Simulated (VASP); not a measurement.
Input of a VASP 6.6.1 run:

Contents of INCAR:

```
PREC = Accurate
ENCUT = 600
EDIFF = 1E-6
ISMEAR = -1
SIGMA = 0.05
LREAL = False
LASPH = True
NELM = 150
ALGO = Normal
ISIF = 3
LWAVE = False
LCHARG = False
ISPIN = 2
MAGMOM = 4 0
LORBIT = 11
LMAXMIX = 4
IBRION = 2
NSW = 80
EDIFFG = -0.01
```

The input KPOINTS:

```
regular mesh
0
Gamma
  10 10 10
```

File POSCAR:

```
MnO
1.0
    0.0000000000      2.2239077028      2.2239077028
    2.2239077028      0.0000000000      2.2239077028
    2.2239077028      2.2239077028      0.0000000000
Mn O
1 1
Direct
    0.0000000000      0.0000000000      0.0000000000
    0.5000000000      0.5000000000      0.5000000000
```

Potentials or basis: VASP PAW LDA potentials, release 64 (Mn_pv, O).

Run with:

```sh
$ cat potpaw_LDA.64/Mn_pv/POTCAR potpaw_LDA.64/O/POTCAR > POTCAR
$ mpirun -np 1 vasp_std > vasp.out
```

Problem. Predict the site moments.

Solution. Mn +3.64; O +0.15 μB.

Problem. What does it give for the relaxed volume?

Solution. 9.32 Å³/atom.

Problem. Estimate the net moment.

Solution. 3.95 μB per cell.

Final structure:
```xyz
2
Lattice="0.0000 2.1045 2.1045 2.1045 0.0000 2.1045 2.1045 2.1045 0.0000" Properties=species:S:1:pos:R:3 pbc="T T T"
Mn    0.0000    0.0000    0.0000
O     2.1045    2.1045    2.1045
```

Caveat: the volume moved by over 15 % at a fixed basis, so the end points are rough; a cell with one magnetic atom can't hold antiferromagnetic order, which such compounds often take.
